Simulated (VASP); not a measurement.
# Ru (P6_3/mmc) in VASP: further runs

The runs below take Ru through single point, with r2SCAN.

Program: VASP 6.6.1. These are calculated values, not measurements. Logs are shortened: lines on timing, memory, paths and dates and some standing lists are left out, and cuts for length are marked.

## 1. The cell of the first run

Symmetry: P6_3/mmc, No. 194, hexagonal system. Conventional cell: a = 2.702 Å, b = 2.702 Å, c = 4.266 Å, α = 90.00°, β = 90.00°, γ = 120.00°. Ru (site symmetry -6m2) has 12 Ru at 2.64 to 2.70 Å within 3.5 Å.

## 2. Single point, r2SCAN

Input file POSCAR:

```
Ru
1.0
    2.7024648043      0.0000000000      0.0000000000
   -1.3512324021      2.3404031734      0.0000000000
    0.0000000000      0.0000000000      4.2658389673
Ru
2
Direct
    0.3333333333      0.6666666667      0.2500000000
    0.6666666667      0.3333333333      0.7500000000
```

Input file INCAR.step1:

```
SYSTEM = Ru
PREC = Accurate
ENCUT = 520
ISMEAR = 0
SIGMA = 0.1
LREAL = .False.
LASPH = .True.
NELM = 80
NBANDS = 21
GGA = PE
ALGO = Normal
EDIFF = 1E-4
LWAVE = .True.
LCHARG = .False.
```

Input file INCAR.step2:

```
SYSTEM = Ru
PREC = Accurate
ENCUT = 520
EDIFF = 1E-6
ISMEAR = 0
SIGMA = 0.1
LREAL = .False.
LASPH = .True.
NELM = 80
ALGO = Normal
ISIF = 2
LWAVE = .False.
LCHARG = .False.
METAGGA = R2SCAN
LMIXTAU = .True.
NBANDS = 21
ISTART = 1
```

Input file KPOINTS:

```
Automatic mesh
0
Gamma
  18 18 10
  0 0 0
```

Potentials or basis: VASP PAW PBE potentials, release 64 (Ru_pv).

On the command line:

```console
$ cat potpaw_PBE.64/Ru_pv/POTCAR > POTCAR
$ cp INCAR.step1 INCAR
$ mpirun -np 1 vasp_std > vasp.out
$ cp INCAR.step2 INCAR
$ mpirun -np 1 vasp_std > vasp.out
```

OUTCAR:

```text
SYSTEM = Ru
   PREC = Accurate
   ENCUT = 520
   EDIFF = 1E-6
   ISMEAR = 0
   LREAL = .False.
   LASPH = .True.
   NELM = 80
   ISIF = 2
   METAGGA = R2SCAN
   ISTART = 1

 ion  position               nearest neighbor table
   1  0.333  0.667  0.250-   2 2.64   2 2.64   2 2.64   2 2.64   2 2.64   2 2.64
   2  0.667  0.333  0.750-   1 2.64   1 2.64   1 2.64   1 2.64   1 2.64   1 2.64

  LATTYP: Found a hexagonal cell.
 ALAT       =     2.7024648043
 C/A-ratio  =     1.5784993612

  Lattice vectors:

 A1 = (   2.7024648043,   0.0000000000,   0.0000000000)
 A2 = (  -1.3512324021,   2.3404031734,   0.0000000000)
 A3 = (   0.0000000000,   0.0000000000,   4.2658389673)

Analysis of symmetry for initial positions (statically):
=====================================================================
 Subroutine PRICEL returns:
 Original cell was already a primitive cell.

 Routine SETGRP: Setting up the symmetry group for a
 hexagonal supercell.

 Subroutine GETGRP returns: Found 24 space group operations
 (whereof 12 operations were pure point group operations)
 out of a pool of 24 trial point group operations.

The static configuration has the point symmetry D_3d.
 The point group associated with its full space group is D_6h.

Analysis of symmetry for dynamics (positions and initial velocities):
=====================================================================
 Subroutine PRICEL returns:
 Original cell was already a primitive cell.

 Routine SETGRP: Setting up the symmetry group for a
 hexagonal supercell.

 Subroutine GETGRP returns: Found 24 space group operations
 (whereof 12 operations were pure point group operations)
 out of a pool of 24 trial point group operations.

The dynamic configuration has the point symmetry D_3d.
 The point group associated with its full space group is D_6h.

 Subroutine INISYM returns: Found 24 space group operations
 (whereof 12 operations are pure point group operations),
 and found     1 'primitive' translations

----------------------------------------------------------------------------------------

                                     Primitive cell

  volume of cell :      26.9808

  direct lattice vectors                    reciprocal lattice vectors
     2.702464804  0.000000000  0.000000000     0.370032571  0.213638405  0.000000000
    -1.351232402  2.340403173  0.000000000     0.000000000  0.427276809  0.000000000
     0.000000000  0.000000000  4.265838967     0.000000000  0.000000000  0.234420476

  length of vectors
     2.702464804  2.702464804  4.265838967     0.427276809  0.427276809  0.234420476

  position of ions in fractional coordinates (direct lattice)
     0.333333333  0.666666667  0.250000000
     0.666666667  0.333333333  0.750000000

  ion indices of the primitive-cell ions
   primitive index   ion index
                 1           1
                 2           2

----------------------------------------------------------------------------------------

 KPOINTS: Automatic mesh

Automatic generation of k-mesh.
 Grid dimensions read from file:
 generate k-points for:   18   18   10

 Generating k-lattice:

  Cartesian coordinates                     Fractional coordinates (reciprocal lattice)
     0.020557365  0.011868800  0.000000000     0.055555556 -0.000000000  0.000000000
     0.000000000  0.023737601  0.000000000     0.000000000  0.055555556  0.000000000
     0.000000000  0.000000000  0.023442048     0.000000000  0.000000000  0.100000000

  Length of vectors
     0.023737601  0.023737601  0.023442048

  Shift w.r.t. Gamma in fractional coordinates (k-lattice)
     0.000000000  0.000000000  0.000000000

 Subroutine IBZKPT returns following result:
 ===========================================

 Found    222 irreducible k-points:

 Following reciprocal coordinates:
            Coordinates               Weight
  0.000000  0.000000  0.000000      1.000000
  0.055556  0.000000  0.000000      6.000000
  0.111111  0.000000  0.000000      6.000000
  0.166667  0.000000  0.000000      6.000000
  0.222222  0.000000  0.000000      6.000000
  0.277778  0.000000  0.000000      6.000000
[... 16 lines left out ...]
  0.333333  0.111111  0.000000     12.000000
  0.388889  0.111111  0.000000     12.000000
 [... further k-points ...]
   k-points           NKPTS =    222   k-points in BZ     NKDIM =    222   number of bands    NBANDS=     21
   number of dos      NEDOS =    301   number of ions     NIONS =      2
   total plane-waves  NPLWV =  12800
   dimension x,y,z NGX =    20 NGY =   20 NGZ =   32
   dimension x,y,z NGXF=    40 NGYF=   40 NGZF=   64
   ions per type =               2
   NGX,Y,Z   is equivalent  to a cutoff of  12.30, 12.30, 12.47 a.u.
   NGXF,Y,Z  is equivalent  to a cutoff of  24.61, 24.61, 24.94 a.u.
 SYSTEM =  Ru
   PREC   = accura    normal or accurate (medium, high low for compatibility)
   ISTART =      1    job   : 0-new  1-cont  2-samecut
   ICHARG =      0    charge: 1-file 2-atom 10-const
   ISPIN  =      1    spin polarized calculation?
   LNONCOLLINEAR =      F non collinear calculations
   LSORBIT =      F    spin-orbit coupling
   LASPH  =      T    aspherical Exc in radial PAW
   ENCUT  =  520.0 eV  38.22 Ry    6.18 a.u.   5.02  5.02  7.93*2*pi/ulx,y,z
   NELM   =     80;   NELMIN=  2; NELMDL=  0     # of ELM steps
   EDIFF  = 0.1E-05   stopping-criterion for ELM
   LREAL  =      F    real-space projection
   EDIFFG = 0.1E-04   stopping-criterion for IOM
   NSW    =      0    number of steps for IOM
   IBRION =     -1    ionic relax: 0-MD 1-quasi-New 2-CG
   NFREE  =      0    steps in history (QN), initial steepest desc. (CG)
   ISIF   =      2    stress and relaxation
   ISYM   =      2    0-nonsym 1-usesym 2-fastsym
   POTIM  = 0.5000    time-step for ionic-motion
   TEBEG  =    0.0;   TEEND  =   0.0 temperature during run
   PSTRESS=    0.0 pullay stress
   NELECT =      28.0000    total number of electrons
   NUPDOWN=      -1.0000    fix difference up-down
   EMIN   =  10.00;   EMAX   =-10.00  energy-range for DOS
   EFERMI =   0.00;   METHOD = LEGACY
   ISMEAR =     0;   SIGMA  =   0.10  broadening in eV -4-tet -1-fermi 0-gaus
   EFERMI_NEDOS =   21; number of points for ismear=-14 and -15
   IALGO  =     38    algorithm
   IMIX   =      4    mixing-type and parameters
     AMIX     =   0.40;   BMIX     =  1.00
     AMIX_MAG =   1.60;   BMIX_MAG =  1.00
  volume/ion in A,a.u.               =      13.49        91.04
  Fermi-wavevector in a.u.,A,eV,Ry     =   1.657458  3.132141 37.377462  2.747166
  Thomas-Fermi vector in A             =   2.745207
   LORBIT       =      0    0 simple, 1 ext, 2 COOP (PROOUT), +10 PAW based schemes
   METAGGA = R2SCAN    functional components
   LHFCALC =     F    Hartree Fock is set to
   AEXX    =    0.0000 exact exchange contribution
   IVDW    =     0    specifies the selected vdW correction
   LEPSILON=     F    determine dielectric tensor
   LRPA    =     F    only Hartree local field effects (RPA)
 non-spin polarized calculation
 Gauss-broadening in eV      SIGMA  =   0.10
  energy-cutoff  :      520.00
  volume of cell :       26.98
 maximum number of plane-waves:       744
 NGX is ok and might be reduce to    20
   NGX =  9   NGY =  9   NGZ = 15

 number of electron      28.0000004 magnetization

 Free energy of the ion-electron system (eV)
  ---------------------------------------------------
  ext. energy  EPLUGINS =         0.00000000
  ---------------------------------------------------
  free energy    TOTEN  =       -50.85895476 eV

  energy without entropy =      -50.85014677  energy(sigma->0) =      -50.85455076

 E-fermi :  12.8381     XC(G=0): -15.4524

 val. band max:       12.8371406568   @ k =   0.1667   0.1111   0.3000
 cond. band min:      12.8615394346   @ k =   0.0556   0.0000   0.1000
 fundamental gap:      0.0243987778
 Fermi energy:        12.8380867318

 k-point     1 :       0.0000    0.0000    0.0000
  band No.  band energies     occupation
      1     -32.2689      2.00000
      2     -31.2407      2.00000
      3     -31.2407      2.00000
      4     -31.0517      2.00000
      5     -31.0517      2.00000
      6     -31.0030      2.00000
[... 13 lines left out ...]
     20      21.2565      0.00000
     21      23.7944      0.00000

 k-point     2 :       0.0556    0.0000    0.0000
  band No.  band energies     occupation
      1     -32.2572      2.00000
      2     -31.2654      2.00000
      3     -31.2491      2.00000
      4     -31.0776      2.00000
      5     -31.0550      2.00000
      6     -31.0084      2.00000
[... 13 lines left out ...]
     20      21.2564      0.00000
     21      23.7760      0.00000

 k-point     3 :       0.1111    0.0000    0.0000
  band No.  band energies     occupation
      1     -32.2230      2.00000
      2     -31.3364      2.00000
      3     -31.2728      2.00000
      4     -31.1513      2.00000
      5     -31.0648      2.00000
      6     -31.0247      2.00000
[... 13 lines left out ...]
     20      21.2565      0.00000
     21      23.7169      0.00000

 k-point     4 :       0.1667    0.0000    0.0000
  band No.  band energies     occupation
      1     -32.1682      2.00000
      2     -31.4454      2.00000
      3     -31.3081      2.00000
      4     -31.2622      2.00000
      5     -31.0806      2.00000
      6     -31.0519      2.00000
[... 13 lines left out ...]
     20      21.2565      0.00000
     21      23.6157      0.00000

 k-point     5 :       0.2222    0.0000    0.0000
  band No.  band energies     occupation
      1     -32.0962      2.00000
      2     -31.5791      2.00000
      3     -31.3949      2.00000
      4     -31.3502      2.00000
      5     -31.1010      2.00000
      6     -31.0900      2.00000
[... 13 lines left out ...]
     20      21.2565      0.00000
     21      23.4863      0.00000
[... 382 lines left out ...]
     20      21.9063      0.00000
     21      23.4324      0.00000

 k-point    22 :       0.2778    0.1111    0.0000
  band No.  band energies     occupation
      1     -31.8955      2.00000
      2     -31.8398      2.00000
      3     -31.6911      2.00000
      4     -31.4488      2.00000
      5     -31.2113      2.00000
      6     -31.2014      2.00000
[... 13 lines left out ...]
     20      23.3004      0.00000
     21      23.3525      0.00000

 k-point    23 :       0.3333    0.1111    0.0000
  band No.  band energies     occupation
      1     -31.9414      2.00000
      2     -31.8088      2.00000
      3     -31.7593      2.00000
      4     -31.5005      2.00000
      5     -31.2717      2.00000
      6     -31.2243      2.00000
[... 13 lines left out ...]
     20      22.3046      0.00000
     21      24.3024      0.00000

 k-point    24 :       0.3889    0.1111    0.0000
  band No.  band energies     occupation
      1     -32.0074      2.00000
      2     -31.8036      2.00000
      3     -31.7386      2.00000
      4     -31.5336      2.00000
      5     -31.3247      2.00000
      6     -31.2393      2.00000
[... 13 lines left out ...]
     20      21.2565      0.00000
     21      24.6507      0.00000

 [... further k-points ...]

------------------------ aborting loop because EDIFF is reached ----------------------------------------

  FORCE on cell =-STRESS in cart. coord.  units (eV):
  Direction    XX          YY          ZZ          XY          YZ          ZX
  --------------------------------------------------------------------------------------
  -------------------------------------------------------------------------------------
  Total        0.2458481      0.2458481      0.2786929      0.0000000      0.0000000      0.0000000
  in kB       14.5989684     14.5989684     16.5493644      0.0000000      0.0000000      0.0000000
  external PRESSURE =      15.2491004 kB  Pullay stress =       0.0000000 kB

 VOLUME and BASIS-vectors are now :
 -----------------------------------------------------------------------------
  energy-cutoff  :      520.00
  volume of cell :       26.98
      direct lattice vectors                 reciprocal lattice vectors
     2.702464804  0.000000000  0.000000000     0.370032571  0.213638405  0.000000000
    -1.351232402  2.340403173  0.000000000     0.000000000  0.427276809  0.000000000
     0.000000000  0.000000000  4.265838967     0.000000000  0.000000000  0.234420476

 POSITION                                       TOTAL-FORCE (eV/Angst)
 -----------------------------------------------------------------------------------
     -0.00000      1.56027      1.06646        -0.000000     -0.000000      0.000000
      1.35123      0.78013      3.19938         0.000000      0.000000      0.000000
 -----------------------------------------------------------------------------------
    total drift:                               -0.000000      0.000000     -0.000000

  FREE ENERGIE OF THE ION-ELECTRON SYSTEM (eV)
  ---------------------------------------------------
  free  energy   TOTEN  =       -50.8589547558 eV

  energy  without entropy=      -50.8501467708  energy(sigma->0) =      -50.85455076
```

Run time: 2.6 min. Hardware: 1 thread of Intel Xeon Platinum 8559C (Emerald Rapids), shared host; peak memory 0.22 GiB.

Results:

- Free energy: -50.8590 eV
- Pressure: 1.5 GPa
- Band gap on the k mesh: zero (band 14 reaches 14.40 eV, above the bottom of band 15 at 11.12 eV)

Caveat: the PAW data sets were made with another functional, which shifts forces and pressure a little.

## 3. Single point, r2SCAN

This run uses another cell than the first one, of 13.55 Å³/atom, 1.005 times its volume.

Input file POSCAR:

```
Ru
1.0
    2.7078263433      0.0000000000      0.0000000000
   -1.3539131716      2.3450464023      0.0000000000
    0.0000000000      0.0000000000      4.2681017800
Ru
2
Direct
    0.3333333300      0.6666666700      0.2500000000
    0.6666666700      0.3333333300      0.7500000000
```

Input file INCAR.step1:

```
ALGO = Normal
EDIFF = 1E-5
ENCUT = 660
GGA = PE
GGA_COMPAT = False
ISMEAR = 0
LASPH = True
LCHARG = False
LREAL = False
LWAVE = True
NBANDS = 23
NELM = 120
PREC = Accurate
SIGMA = 0.1
```

Input file INCAR.step2:

```
ALGO = Normal
EDIFF = 1E-6
ENCUT = 660
GGA_COMPAT = False
ISIF = 2
ISMEAR = 0
ISTART = 1
LASPH = True
LCHARG = False
LMIXTAU = True
LREAL = False
LWAVE = False
METAGGA = R2SCAN
NBANDS = 23
NELM = 120
PREC = Accurate
SIGMA = 0.1
```

Input file KPOINTS:

```
k-points
0
Gamma
  9 9 4
```

Potentials or basis: VASP PAW PBE potentials, release 64 (Ru_sv).

On the command line:

```console
$ cat potpaw_PBE.64/Ru_sv/POTCAR > POTCAR
$ cp INCAR.step1 INCAR
$ mpirun -np 1 vasp_std > vasp.out
$ cp INCAR.step2 INCAR
$ mpirun -np 1 vasp_std > vasp.out
```

It took 32 s on 1 thread of Intel Xeon 6975P-C (Granite Rapids), shared host; peak memory 0.17 GiB.

The run converged. Its results:

```yaml
Free_energy: -50.9341 eV
Pressure: -1.1 GPa
Band_gap_on_the_k_mesh: zero (band 16 reaches 16.60 eV, above the bottom of band 17 at 13.44 eV)
```

Stress tensor (GPa, compression positive):
```
-0.69  0.00  0.00
 0.00 -0.69  0.00
 0.00  0.00 -2.05
```

Levels at points of the mesh, in eV from the Fermi level:
```csv
k point,band 12,band 13,band 14,band 15,band 16,band 17,band 18,band 19,band 20,band 21
"(0.00, 0.00, 0.00)",-2.89,-2.67,-2.17,-2.17,-1.68,-1.68,1.05,1.05,1.21,10.68
"(0.00, 0.00, 0.50)",-3.08,-3.08,-3.08,-3.00,-3.00,0.38,0.38,0.38,0.38,14.88
```

Caveat: the k points lie up to 0.37 Å⁻¹ apart; the PAW data sets were made with another functional, which shifts forces and pressure a little.
